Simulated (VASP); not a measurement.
# BaTiO3 in VASP: further runs, part 2 of 2

VASP 6.6.1. Earlier steps stand in the parts before.

## (3) Electric field gradients, PBE (13.37 Å³/atom)

INCAR

```
SYSTEM = BaTiO3
  PREC = Accurate
  ENCUT = 520
  EDIFF = 1E-8
  ISMEAR = -1
  SIGMA = 0.03
  LREAL = .False.
  LASPH = .True.
  NELM = 80
  ALGO = Normal
  ISIF = 2
  LWAVE = .False.
  LCHARG = .False.
  GGA = PE
  LEFG = .True.
  NBANDS = 28
```

KPOINTS

```
Automatic mesh
0
Gamma
  7 7 7
  0 0 0
```

POSCAR

```
BaTiO3
1.0
    4.0524349834      0.0000000000      0.0000000000
    0.0000000000      4.0524349834      0.0000000000
    0.0000000000      0.0000000000      4.0708744846
Ba Ti O
1 1 3
Direct
    0.0000000000      0.0000000000      0.0000000000
    0.5000000000      0.5000000000      0.5000000000
    0.5000000000      0.5000000000      0.0000000000
    0.5000000000      0.0000000000      0.5000000000
    0.0000000000      0.5000000000      0.5000000000
```

Potentials or basis: VASP PAW PBE potentials, release 64 (Ba_sv, Ti_sv, O).

Command:

```console
cat potpaw_PBE.64/Ba_sv/POTCAR potpaw_PBE.64/Ti_sv/POTCAR potpaw_PBE.64/O/POTCAR > POTCAR
mpirun -np 1 vasp_std > vasp.out
```

OUTCAR:

```text
SYSTEM = BaTiO3
   PREC = Accurate
   ENCUT = 520
   EDIFF = 1E-8
   ISMEAR = -1
   LREAL = .False.
   LASPH = .True.
   NELM = 80
   ISIF = 2
   GGA = PE

 ion  position               nearest neighbor table
   1  0.000  0.000  0.000-   3 2.87   3 2.87   3 2.87   3 2.87   5 2.87   4 2.87   5 2.87   5 2.87
                             5 2.87   4 2.87   4 2.87   4 2.87   2 3.51   2 3.51   2 3.51   2 3.51
   2  0.500  0.500  0.500-   4 2.03   5 2.03   4 2.03   5 2.03   3 2.04   3 2.04   1 3.51   1 3.51
                             1 3.51   1 3.51   1 3.51   1 3.51   1 3.51   1 3.51
   3  0.500  0.500  0.000-   2 2.04   2 2.04   1 2.87   1 2.87   1 2.87   1 2.87
   4  0.500  0.000  0.500-   2 2.03   2 2.03   1 2.87   1 2.87   1 2.87   1 2.87
   5  0.000  0.500  0.500-   2 2.03   2 2.03   1 2.87   1 2.87   1 2.87   1 2.87

  LATTYP: Found a simple tetragonal cell.
 ALAT       =     4.0524349834
 C/A-ratio  =     1.0045502275

  Lattice vectors:

 A1 = (   4.0524349834,   0.0000000000,   0.0000000000)
 A2 = (   0.0000000000,   4.0524349834,   0.0000000000)
 A3 = (   0.0000000000,   0.0000000000,   4.0708744846)

Analysis of symmetry for initial positions (statically):
=====================================================================
 Subroutine PRICEL returns:
 Original cell was already a primitive cell.

 Routine SETGRP: Setting up the symmetry group for a
 simple tetragonal supercell.

 Subroutine GETGRP returns: Found 16 space group operations
 (whereof 16 operations were pure point group operations)
 out of a pool of 16 trial point group operations.

The static configuration has the point symmetry D_4h.

Analysis of symmetry for dynamics (positions and initial velocities):
=====================================================================
 Subroutine PRICEL returns:
 Original cell was already a primitive cell.

 Routine SETGRP: Setting up the symmetry group for a
 simple tetragonal supercell.

 Subroutine GETGRP returns: Found 16 space group operations
 (whereof 16 operations were pure point group operations)
 out of a pool of 16 trial point group operations.

The dynamic configuration has the point symmetry D_4h.

 Subroutine INISYM returns: Found 16 space group operations
 (whereof 16 operations are pure point group operations),
 and found     1 'primitive' translations

----------------------------------------------------------------------------------------

                                     Primitive cell

  volume of cell :      66.8528

  direct lattice vectors                    reciprocal lattice vectors
     4.052434983  0.000000000  0.000000000     0.246765217  0.000000000  0.000000000
     0.000000000  4.052434983  0.000000000     0.000000000  0.246765217  0.000000000
     0.000000000  0.000000000  4.070874485     0.000000000  0.000000000  0.245647466

  length of vectors
     4.052434983  4.052434983  4.070874485     0.246765217  0.246765217  0.245647466

  position of ions in fractional coordinates (direct lattice)
     0.000000000  0.000000000  0.000000000
     0.500000000  0.500000000  0.500000000
     0.500000000  0.500000000  0.000000000
[... 102 lines left out ...]
     AMIX_MAG =   1.60;   BMIX_MAG =  1.00
  volume/ion in A,a.u.               =      13.37        90.23
  Fermi-wavevector in a.u.,A,eV,Ry     =   1.379500  2.606876 25.892144  1.903019
  Thomas-Fermi vector in A             =   2.504463
   LORBIT       =      0    0 simple, 1 ext, 2 COOP (PROOUT), +10 PAW based schemes
   GGA     = PE    functional components
   LHFCALC =     F    Hartree Fock is set to
   AEXX    =    0.0000 exact exchange contribution
   IVDW    =     0    specifies the selected vdW correction
   LEPSILON=     F    determine dielectric tensor
   LRPA    =     F    only Hartree local field effects (RPA)
 non-spin polarized calculation
  energy-cutoff  :      520.00
  volume of cell :       66.85
 maximum number of plane-waves:      1823
 NGX is ok and might be reduce to    30
   NGX = 15   NGY = 15   NGZ = 15

 number of electron      39.9999982 magnetization

 Free energy of the ion-electron system (eV)
  ---------------------------------------------------
  ext. energy  EPLUGINS =         0.00000000
  ---------------------------------------------------
  free energy    TOTEN  =       -39.97518971 eV

  energy without entropy =      -39.97518971  energy(sigma->0) =      -39.97518971

 E-fermi :   4.1606     XC(G=0): -11.0414

 val. band max:        3.4611158324   @ k =   0.4286   0.4286   0.4286
 cond. band min:       5.1761700131   @ k =   0.0000   0.0000   0.0000
 fundamental gap:      1.7150541806
 Fermi energy:         4.1606276651

 k-point     1 :       0.0000    0.0000    0.0000
  band No.  band energies     occupation
      1     -53.2925      2.00000
      2     -29.4825      2.00000
      3     -29.4825      2.00000
      4     -29.4819      2.00000
      5     -21.3992      2.00000
      6     -13.2778      2.00000
[... 733 lines left out ...]
     27      11.7030      0.00000
     28      12.1505      0.00000

 [... further k-points ...]

------------------------ aborting loop because EDIFF is reached ----------------------------------------

  FORCE on cell =-STRESS in cart. coord.  units (eV):
  Direction    XX          YY          ZZ          XY          YZ          ZX
  --------------------------------------------------------------------------------------
  -------------------------------------------------------------------------------------
  Total       -1.1159279     -1.1159279     -1.4182763      0.0000000     -0.0000000      0.0000000
  in kB      -26.7440329    -26.7440329    -33.9900350      0.0000000     -0.0000000      0.0000000
  external PRESSURE =     -29.1593669 kB  Pullay stress =       0.0000000 kB

 VOLUME and BASIS-vectors are now :
 -----------------------------------------------------------------------------
  energy-cutoff  :      520.00
  volume of cell :       66.85
      direct lattice vectors                 reciprocal lattice vectors
     4.052434983  0.000000000  0.000000000     0.246765217  0.000000000  0.000000000
     0.000000000  4.052434983  0.000000000     0.000000000  0.246765217  0.000000000
     0.000000000  0.000000000  4.070874485     0.000000000  0.000000000  0.245647466

 POSITION                                       TOTAL-FORCE (eV/Angst)
 -----------------------------------------------------------------------------------
      0.00000      0.00000      0.00000         0.000000      0.000000      0.000000
      2.02622      2.02622      2.03544         0.000000      0.000000      0.000000
      2.02622      2.02622      0.00000         0.000000      0.000000      0.000000
      2.02622      0.00000      2.03544         0.000000      0.000000      0.000000
      0.00000      2.02622      2.03544         0.000000      0.000000      0.000000
 -----------------------------------------------------------------------------------
    total drift:                                0.000000      0.000000     -0.000000

  FREE ENERGIE OF THE ION-ELECTRON SYSTEM (eV)
  ---------------------------------------------------
  free  energy   TOTEN  =       -39.9751897095 eV

  energy  without entropy=      -39.9751897095  energy(sigma->0) =      -39.97518971

 Electric field gradients (V/A^2)
---------------------------------------------------------------------
 ion       V_xx      V_yy      V_zz      V_xy      V_xz      V_yz
---------------------------------------------------------------------
   1      -0.360    -0.360     0.720     0.000     0.000    -0.000
   2      -1.843    -1.843     3.687    -0.000     0.000    -0.000
   3     -14.909   -14.909    29.818    -0.000     0.000     0.000
   4     -14.644    27.778   -13.134     0.000     0.000    -0.000
   5      27.778   -14.644   -13.134     0.000     0.000     0.000
---------------------------------------------------------------------

 Electric field gradients after diagonalization (V/A^2)
 (convention: |V_zz| > |V_xx| > |V_yy|)
----------------------------------------------------------------------
 ion       V_xx      V_yy      V_zz     asymmetry (V_yy - V_xx)/ V_zz
----------------------------------------------------------------------
   1      -0.360    -0.360     0.720       0.000
   2      -1.843    -1.843     3.687       0.000
   3     -14.909   -14.909    29.818       0.000
   4     -14.644   -13.134    27.778       0.054
   5     -14.644   -13.134    27.778       0.054
----------------------------------------------------------------------

           NMR quadrupolar parameters

 Cq : quadrupolar parameter    Cq=e*Q*V_zz/h
 eta: asymmetry parameters     (V_yy - V_xx)/ V_zz
 Q  : nuclear electric quadrupole moment in mb (millibarn)
----------------------------------------------------------------------
 ion       Cq(MHz)       eta       Q (mb)
----------------------------------------------------------------------
   1       0.002       0.000       1.000
   2       0.009       0.000       1.000
   3       0.072       0.000       1.000
   4       0.067       0.054       1.000
   5       0.067       0.054       1.000
----------------------------------------------------------------------
```

OSZICAR:

```text
N       E                     dE             d eps       ncg     rms          rms(c)
DAV:   1     0.429577024282E+03    0.42958E+03   -0.20849E+04  2240   0.154E+03
DAV:   2    -0.558058987938E+01   -0.43516E+03   -0.41551E+03  2548   0.422E+02
DAV:   3    -0.490154984113E+02   -0.43435E+02   -0.43066E+02  3132   0.132E+02
[... 12 lines left out ...]
DAV:  16    -0.399751898354E+02   -0.96770E-07   -0.75502E-07  3200   0.567E-03    0.209E-03
DAV:  17    -0.399751898967E+02   -0.61269E-07   -0.63746E-08  2632   0.142E-03    0.246E-03
DAV:  18    -0.399751897299E+02    0.16674E-06   -0.30239E-07  2980   0.517E-03    0.395E-04
DAV:  19    -0.399751897098E+02    0.20155E-07   -0.16098E-08  2224   0.900E-04    0.222E-04
DAV:  20    -0.399751897095E+02    0.25784E-09   -0.22947E-09  1476   0.438E-04
   1 F= -.39975190E+02 E0= -.39975190E+02  d E =-.554746E-11
```

stdout:

```text
POSCAR found type information on POSCAR BaTiO
 POSCAR found :  3 types and       5 ions
 scaLAPACK will be used
 LDA part: xc-table for (Slater+PW92), standard interpolation
 POSCAR, INCAR and KPOINTS ok, starting setup
 FFT: planning ... GRIDC
 FFT: planning ... GRID_SOFT
 FFT: planning ... GRID
 WAVECAR not read
 entering main loop
ion   1

ion   2

ion   3

ion   4

ion   5
```

Wall time 69 s (1 thread of Intel Xeon Platinum 8488C (Sapphire Rapids), shared host); peak memory 0.22 GiB.

What came out:

| Item | Value |
| --- | --- |
| Free energy | -39.9752 eV |
| Pressure | -2.9 GPa |
| Band gap on the k mesh | 1.72 eV (least direct gap 1.84 eV) |
| Largest electric field gradient by atom | Ba +0.7; Ti +3.7; O +29.8, +27.8 (each value once) V/Å² |

Stress tensor (GPa, compression positive):
```
-2.67  0.00  0.00
 0.00 -2.67  0.00
 0.00  0.00 -3.40
```

Electric field gradients, principal values (V/Å²):
```
atom    least   middle  greatest (by size)
1 Ba   -0.360   -0.360               0.720
2 Ti   -1.843   -1.843               3.687
 3 O  -14.909  -14.909              29.818
 4 O  -13.134  -14.644              27.778
 5 O  -13.134  -14.644              27.778
```

Caveat: without QUAD_EFG the Cq values of the log hold for a quadrupole moment of 1 mb, not for the nuclei; spin-orbit coupling is left out, which moves the levels of the heavy elements; an odd mesh through Γ misses points on the zone boundary, where band edges can lie.

## (4) Electric field gradients, PBE (equal xy, yz and zx shear strains of -3 %)

INCAR

```
  PREC = Accurate
  ENCUT = 520
  EDIFF = 1E-8
  ISMEAR = -1
  SIGMA = 0.03
  LREAL = F
  LASPH = T
  NELM = 60
  ALGO = Normal
  ISIF = 2
  LWAVE = F
  LCHARG = F
  GGA = PE
  LEFG = T
  NBANDS = 28
```

KPOINTS

```
Automatic mesh
0
Gamma
  7 7 7
```

POSCAR, as its differences from that of step 3:

```diff
@@ -2,5 +2,5 @@
 1.0
-    4.0524349834      0.0000000000      0.0000000000
-    0.0000000000      4.0524349834      0.0000000000
-    0.0000000000      0.0000000000      4.0708744846
+    3.9998000000     -0.0599970000     -0.0599970000
+   -0.0599970000      3.9998000000     -0.0599970000
+   -0.0602700000     -0.0602700000      4.0180000000
 Ba Ti O
```

Potentials or basis: VASP PAW PBE potentials, release 64 (Ba_sv, Ti_sv, O).

Command:

```console
cat potpaw_PBE.64/Ba_sv/POTCAR potpaw_PBE.64/Ti_sv/POTCAR potpaw_PBE.64/O/POTCAR > POTCAR
mpirun -np 1 vasp_std > vasp.out
```

OUTCAR:

```text
PREC = Accurate
   ENCUT = 520
   EDIFF = 1E-8
   ISMEAR = -1
   LREAL = F
   LASPH = T
   NELM = 60
   ISIF = 2
   GGA = PE

 ion  position               nearest neighbor table
   1  0.000  0.000  0.000-   3 2.79   3 2.79   5 2.79   5 2.79   4 2.79   4 2.79   3 2.87   3 2.87
                             4 2.88   4 2.88   5 2.88   5 2.88   2 3.37   2 3.37   2 3.50   2 3.50
   2  0.500  0.500  0.500-   4 2.00   5 2.00   4 2.00   5 2.00   3 2.01   3 2.01   1 3.37   1 3.37
                             1 3.50   1 3.50   1 3.50   1 3.50   1 3.50   1 3.50
   3  0.500  0.500  0.000-   2 2.01   2 2.01   1 2.79   1 2.79   1 2.87   1 2.87
   4  0.500  0.000  0.500-   2 2.00   2 2.00   1 2.79   1 2.79   1 2.88   1 2.88
   5  0.000  0.500  0.500-   2 2.00   2 2.00   1 2.79   1 2.79   1 2.88   1 2.88

  LATTYP: Found a base centered monoclinic cell.
 ALAT       =     5.5730147961
 B/A-ratio  =     1.0302179678
 C/A-ratio  =     1.2076462749
 COS(beta)  =    -0.8025412022

  Lattice vectors:

 A1 = (  -3.9998000000,   0.0599970000,   0.0599970000)
 A2 = (   0.0599970000,  -3.9998000000,   0.0599970000)
 A3 = (   3.8795330000,   3.8795330000,   3.8980060000)

Analysis of symmetry for initial positions (statically):
=====================================================================
 Subroutine PRICEL returns:
 Original cell was already a primitive cell.

 Routine SETGRP: Setting up the symmetry group for a
 base centered monoclinic supercell.

 Subroutine GETGRP returns: Found  4 space group operations
 (whereof  4 operations were pure point group operations)
 out of a pool of  4 trial point group operations.

The static configuration has the point symmetry C_2h.

Analysis of symmetry for dynamics (positions and initial velocities):
=====================================================================
 Subroutine PRICEL returns:
[... 922 lines left out ...]
  Total        1.6083119      1.6083119      1.2587153      1.5269027      1.5213393      1.5213394
  in kB       40.1134990     40.1134990     31.3940833     38.0830431     37.9442838     37.9442855
  external PRESSURE =      37.2070271 kB  Pullay stress =       0.0000000 kB

 VOLUME and BASIS-vectors are now :
 -----------------------------------------------------------------------------
  energy-cutoff  :      520.00
  volume of cell :       64.24
      direct lattice vectors                 reciprocal lattice vectors
     3.999800000 -0.059997000 -0.059997000     0.250126772  0.003809037  0.003809037
    -0.059997000  3.999800000 -0.059997000     0.003809037  0.250126772  0.003809037
    -0.060270000 -0.060270000  4.018000000     0.003791784  0.003791784  0.248993793

 POSITION                                       TOTAL-FORCE (eV/Angst)
 -----------------------------------------------------------------------------------
      0.00000      0.00000      0.00000        -0.000000      0.000000      0.000000
      1.93977      1.93977      1.94900         0.000000     -0.000000      0.000000
      1.96990      1.96990     -0.06000        -0.000000      0.000000      0.000000
      1.96976     -0.06013      1.97900        -0.000000      0.000000      0.000000
     -0.06013      1.96976      1.97900        -0.000000      0.000000     -0.000000
 -----------------------------------------------------------------------------------
    total drift:                                0.000000      0.000000     -0.000000

  FREE ENERGIE OF THE ION-ELECTRON SYSTEM (eV)
  ---------------------------------------------------
  free  energy   TOTEN  =       -39.9000259861 eV

  energy  without entropy=      -39.9000259861  energy(sigma->0) =      -39.90002599

 Electric field gradients (V/A^2)
---------------------------------------------------------------------
 ion       V_xx      V_yy      V_zz      V_xy      V_xz      V_yz
---------------------------------------------------------------------
   1      -0.381    -0.381     0.761   -18.027   -17.348   -17.348
   2      -1.964    -1.964     3.927     5.611     5.567     5.567
   3     -13.292   -13.292    26.584     0.323    -4.086    -4.086
   4     -12.994    24.470   -11.476    -4.014     0.472    -3.976
   5      24.470   -12.994   -11.476    -4.014    -3.976     0.472
---------------------------------------------------------------------

 Electric field gradients after diagonalization (V/A^2)
 (convention: |V_zz| > |V_xx| > |V_yy|)
----------------------------------------------------------------------
 ion       V_xx      V_yy      V_zz     asymmetry (V_yy - V_xx)/ V_zz
----------------------------------------------------------------------
   1      17.646    17.517   -35.163       0.004
   2      -7.575    -4.087    11.662       0.299
   3     -13.796   -13.615    27.411       0.007
   4     -13.421   -11.910    25.331       0.060
   5     -13.421   -11.910    25.331       0.060
----------------------------------------------------------------------

           NMR quadrupolar parameters

 Cq : quadrupolar parameter    Cq=e*Q*V_zz/h
 eta: asymmetry parameters     (V_yy - V_xx)/ V_zz
 Q  : nuclear electric quadrupole moment in mb (millibarn)
----------------------------------------------------------------------
 ion       Cq(MHz)       eta       Q (mb)
----------------------------------------------------------------------
   1      -0.085       0.004       1.000
   2       0.028       0.299       1.000
   3       0.066       0.007       1.000
   4       0.061       0.060       1.000
   5       0.061       0.060       1.000
----------------------------------------------------------------------
```

Wall time 4.4 min (1 thread of Intel Xeon 8259CL, shared host); peak memory 0.3 GiB.

Results:

```
Free energy                             : -39.9000 eV
Pressure                                : 3.7 GPa
Band gap on the k mesh                  : 1.60 eV
Largest electric field gradient by atom : Ba -35.2; Ti +11.7; O +27.4, +25.3 (each value once) V/Å²
```

Electric field gradients, principal values (V/Å²):
| atom | least | middle | greatest (by size) |
| --- | --- | --- | --- |
| 1 Ba | 17.517 | 17.646 | -35.163 |
| 2 Ti | -4.087 | -7.575 | 11.662 |
| 3 O | -13.615 | -13.796 | 27.411 |
| 4 O | -11.910 | -13.421 | 25.331 |
| 5 O | -11.910 | -13.421 | 25.331 |

Caveat: the cell differs from its parent crystal (equal xy, yz and zx shear strains of -3 %); the cell stands under pressure; without QUAD_EFG the Cq values of the log hold for a quadrupole moment of 1 mb, not for the nuclei; spin-orbit coupling is left out, which moves the levels of the heavy elements; an odd mesh through Γ misses points on the zone boundary, where band edges can lie.
